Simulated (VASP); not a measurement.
Write the native input for VASP 6.6.1 that does the following.

- Task: relaxation of cell and atoms
- Functional: PBE
- Potentials or basis: VASP PAW PBE potentials, release 64 (Sr_sv, Ru_pv)
- Cutoff: 600 eV
- k mesh: 4 × 4 × 4
- Occupations: gaussian, width 0.1 eV
- Spin: no spin polarisation
- Dipole correction: no
- Further INCAR settings: ALGO = Normal; EDIFF = 1e-06; IBRION = 2; EDIFFG = -0.04; NSW = 90; ISIF = 3

The structure of Sr3Ru lies in POSCAR:

```
Sr3Ru
1.0
    4.7654056881      0.0000000000      0.0000000000
    0.0000000000      4.7654056881      0.0000000000
    0.0000000000      0.0000000000      4.7654056881
Sr Ru
3 1
Direct
    0.0000000000      0.5000000000      0.5000000000
    0.5000000000      0.0000000000      0.5000000000
    0.5000000000      0.5000000000      0.0000000000
    0.0000000000      0.0000000000      0.0000000000
```

The input as run:

INCAR

```
PREC     = Accurate       # precision mode
ENCUT    = 600            # plane-wave cutoff, eV
EDIFF    = 1E-6           # SCF threshold, eV
ISMEAR   = 0              # smearing method
SIGMA    = 0.1            # smearing width, eV
LREAL    = F              # projectors in reciprocal space
LASPH    = T              # aspherical terms in the spheres
NELM     = 100            # most SCF steps
ALGO     = Normal         # electronic algorithm
ISIF     = 3              # what is computed and relaxed
LWAVE    = F              # write WAVECAR
LCHARG   = F              # write CHGCAR
GGA      = PE             # functional
IBRION   = 2              # ionic algorithm
NSW      = 90             # ionic steps
EDIFFG   = -0.04          # ionic threshold
```

KPOINTS

```
Automatic mesh
0
Gamma
  4 4 4
```

Potentials or basis: VASP PAW PBE potentials, release 64 (Sr_sv, Ru_pv).

Run with:

```console
$ cat potpaw_PBE.64/Sr_sv/POTCAR potpaw_PBE.64/Ru_pv/POTCAR > POTCAR
$ mpirun -np 1 vasp_std > vasp.out
```

Results of the run:

- Relaxed volume: 32.67 Å³/atom
- Relaxed cell: a = 5.075 Å, b = 5.075 Å, c = 5.075 Å, α = 90.00°, β = 90.00°, γ = 90.00°
- Space group after relaxing (to 0.1 Å): Pm-3m (No. 221)
- Energy gained by relaxing: 103.2 meV/atom
- Ionic steps: 4
- Pressure after relaxing: 0.0 GPa
- Band gap on the k mesh: zero (bands 22 and 23 overlap by 1.01 eV)

Caveat: the volume moved by over 15 % at a fixed basis, so the end points are rough.

It took 3.1 min on 1 thread of Oxide Virtual Turin-like Processor, on a shared host, peak memory 0.22 GiB.
